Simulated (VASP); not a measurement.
Si3C2, 5 atoms in the cell. The structure is hexagonal, space group P-62m (No. 189). Conventional cell: a = 4.756 Å, b = 4.756 Å, c = 2.764 Å, α = 90.00°, β = 90.00°, γ = 120.00°. Within 2.8 Å of Si (site symmetry m2m) lie 4 C at 2.06 Å and 6 Si at 2.65 to 2.76 Å. Within 2.8 Å of C (site symmetry -6) lie 6 Si at 2.06 Å and 5 C at 2.75 to 2.76 Å. The cell was generated, and may not be a known phase.

| Item | Value |
| --- | --- |
| Program | VASP 6.6.1 |
| Task | relaxation of cell and atoms |
| Functional | PBE |
| Potentials or basis | VASP PAW PBE potentials, release 64 (Si, C) |
| Cutoff | 600 eV |
| k mesh | 6 × 6 × 6 |
| Occupations | gaussian, width 0.1 eV |
| Spin | no spin polarisation |
| Dipole correction | no |
| Further INCAR settings | ALGO = Normal; EDIFF = 1e-06; IBRION = 2; EDIFFG = -0.04; NSW = 90; ISIF = 3 |

Potentials or basis: VASP PAW PBE potentials, release 64 (Si, C).

Command:

```sh
$ cat potpaw_PBE.64/Si/POTCAR potpaw_PBE.64/C/POTCAR > POTCAR
$ mpirun -np 1 vasp_std > vasp.out
```

Hardware: 1 thread of Intel(R) Xeon(R) Platinum 8488C (Sapphire Rapids), on a shared host.

Task: Estimate the wall time of this run.

Result: Run time: 54 s on 1 thread of Intel(R) Xeon(R) Platinum 8488C (Sapphire Rapids), on a shared host, peak memory 0.19 GiB. Counts: scf iterations 46, k points 28, ion steps 7.
